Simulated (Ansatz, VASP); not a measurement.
**KBr: VASP beside Ansatz**

```
CELL_PARAMETERS angstrom
0.00000 3.14388 3.40587
3.14388 0.00000 3.40587
3.14388 3.14388 0.00000
ATOMIC_POSITIONS crystal
K 0.00000 0.00000 0.00000
Br 0.50000 0.50000 0.50000
```

Change from the starting cell: strain -0.040 along x and y, +0.040 along z, atoms carried along.

Alike in both runs: task single point; functional PBEsol; k mesh 6 × 6 × 6; occupations gaussian, width 0.05 eV; no spin polarisation.

|  | VASP | Ansatz |
| --- | --- | --- |
| version | VASP 6.6.1 | Ansatz 0.2.0 |
| potentials or method | VASP PAW PBE potentials, release 64 (K_sv, Br), cutoff 520 eV | scalar-relativistic, plane waves, PAW |
| valence electrons in the cell | 16 | 16 |

Ansatz gave:

- gap on the k mesh at the Fermi level (eV): 4.41
- least direct gap on the mesh (eV): 4.41
- pressure (GPa): 1.1
- traceless stress, the component that is largest in VASP (GPa): -1.87

Problem. Estimate VASP's values.

Solution. gap on the k mesh at the Fermi level (eV): 4.40; least direct gap on the mesh (eV): 4.40; pressure (GPa): 1.1; traceless stress, the component that is largest in VASP (GPa): -1.91.

VASP's potentials were made for PBE, not for PBEsol.
